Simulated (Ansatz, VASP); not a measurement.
## One calculation of Al8H, two programs

```xyz
18
Lattice="5.7135 0.0000 0.0000 0.0000 8.0801 0.0000 0.0000 0.0000 22.2433" Properties=species:S:1:pos:R:3 pbc="T T T"
Al    1.4284    2.0200    4.0000
Al    1.4284    6.0601    4.0000
Al    4.2851    2.0200    4.0000
Al    4.2851    6.0601    4.0000
Al    0.0000    0.0000    5.4284
Al    0.0000    4.0401    5.4284
Al    2.8568    0.0000    5.4284
Al    2.8568    4.0401    5.4284
Al    1.4284    2.0200    6.9012
Al    1.4284    6.0601    6.9012
Al    4.2851    2.0200    6.9012
Al    4.2851    6.0601    6.9012
Al    0.0000    0.0000    8.2433
Al    0.0000    4.0401    8.2433
Al    2.8568    0.0000    8.2433
Al    2.8568    4.0401    8.2433
H     1.4284    1.6950   10.2933
H     1.4284    2.3450   10.2933
```

Alike in both runs: task single point; functional PBE; k mesh 5 × 4 × 1; occupations gaussian, width 0.1 eV; no spin polarisation.

|  | VASP | Ansatz |
| --- | --- | --- |
| version | VASP 6.6.1 | Ansatz 0.2.0 |
| potentials or method | VASP PAW PBE potentials, release 64 (Al, H), cutoff 520 eV | scalar-relativistic, plane waves, PAW |
| valence electrons in the cell | 50 | 50 |

```csv
,VASP,Ansatz,Ansatz less VASP
gap on the k mesh at the Fermi level (eV),none,none,-
rms of the force components (eV/Å),0.965,0.958,-0.0065
"work function, face that differs most (eV)",4.10,4.09,-0.003
```

Atom by atom the forces differ by 0.007 eV/Å (rms over components). A gap of «none» marks a metal or a gap that the smearing closes. The functional is the same, so the differences come from potentials, cutoffs and numerics.
